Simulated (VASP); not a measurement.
# CdTe: electric field gradients with PBEsol

Crystal: CdTe.

```
Cd Te
1.0
     3.06529   -3.09461    0.00000
     3.06529    3.09461    0.00000
     0.00000    0.00000    6.15156
Cd Te
2 2
Cartesian
  3.0653 1.3800 4.6137
  3.0653 -1.3800 1.5379
  3.0653 -1.6472 4.6137
  3.0653 1.6472 1.5379
```

This cell differs from its parent crystal: zz strain of +1 %.

```json
{
 "Program": "VASP 6.6.1",
 "Task": "electric field gradients",
 "Functional": "PBEsol",
 "Potentials or basis": "VASP PAW PBE potentials, release 64 (Cd, Te)",
 "Cutoff": "520 eV",
 "k mesh": "9 × 9 × 6",
 "Occupations": "fermi-dirac, width 0.05 eV",
 "Spin": "no spin polarisation",
 "Dipole correction": "no",
 "Further INCAR settings": "ALGO = Normal; EDIFF = 1e-08; NBANDS = 26"
}
```

```yaml
Pressure: -3.4 GPa
Largest_force: 0.061 eV/Å
Band_gap_on_the_k_mesh: zero (bands 18 and 19 overlap by 1.22 eV)
Largest_electric_field_gradient_by_atom: Cd -3.5; Te +14.4 V/Å²
```

Forces on the atoms (eV/Å):
```
Cd   0.000  0.041  0.000
Cd   0.000 -0.041  0.000
Te   0.000  0.061  0.000
Te   0.000 -0.061  0.000
```

Levels at points of the mesh, in eV from the Fermi level:
```
           k point  band 16  band 17  band 18  band 19  band 20  band 21
(0.00, 0.00, 0.00)    -1.28    -0.46    -0.35    -0.35     0.16     4.25
(0.00, 0.00, 0.50)    -1.27    -1.22    -1.22     1.51     1.51     5.04
```

Electric field gradients, principal values (V/Å²):
| atom | least | middle | greatest (by size) |
| --- | --- | --- | --- |
| 1 Cd | 1.505 | 2.044 | -3.549 |
| 2 Cd | 1.505 | 2.044 | -3.549 |
| 3 Te | -0.069 | -14.379 | 14.449 |
| 4 Te | -0.069 | -14.379 | 14.449 |

It took 2.6 min on 1 thread of Intel(R) Xeon(R) Platinum 8559C (Emerald Rapids) (shared host), peak memory 0.4 GiB.

Caveat: the cell differs from its parent crystal (zz strain of +1 %); the cell stands under tension; without QUAD_EFG the Cq values of the log hold for a quadrupole moment of 1 mb, not for the nuclei; the PAW data sets were made with another functional, which shifts forces and pressure a little; spin-orbit coupling is left out, which moves the levels of the heavy elements.
